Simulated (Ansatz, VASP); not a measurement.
## Pt: VASP beside Ansatz

```
Pt
1.0
     2.34657    0.00000    0.00000
    -1.17328    2.39081    0.00000
     0.00000    0.00000    4.79213
Pt
2
Direct
  0.66667 0.33333 0.75000
  0.33333 0.66667 0.25000
```

Change from the starting cell: strain -0.1500 x Voigt [1, 0, 0, 0, 0, 0], atoms carried along.

Alike in both runs: task single point; functional PBEsol; k mesh 18 × 18 × 10; occupations gaussian, width 0.15 eV; no spin polarisation.

|  | VASP | Ansatz |
| --- | --- | --- |
| version | VASP 6.6.1 | Ansatz 0.2.0 |
| potentials or method | VASP PAW PBE potentials, release 64 (Pt), cutoff 520 eV | scalar-relativistic, plane waves, PAW |
| valence electrons in the cell | 20 | 36 |

Ansatz gave:

* gap on the k mesh at the Fermi level (eV): none
* pressure (GPa): 66.1
* traceless stress, the component that is largest in VASP (GPa): 80.47
* rms of the force components (eV/Å): 0.024

Estimate VASP's values.

gap on the k mesh at the Fermi level (eV): none; pressure (GPa): 65.8; traceless stress, the component that is largest in VASP (GPa): 79.85; rms of the force components (eV/Å): 0.024.

VASP's potentials were made for PBE, not for PBEsol. Atom by atom the forces differ by 0.000 eV/Å (rms over components). A gap of «none» marks a metal or a gap that the smearing closes. Both programs put the cell under a high pressure, so it lies far from rest at this level. VASP's potentials hold 20 valence electrons a cell and Ansatz's 36, so a difference there can come from the potentials and not from the codes.

Spin-orbit coupling is off throughout. Noted on VASP's run: the cell as given lies far from equilibrium.
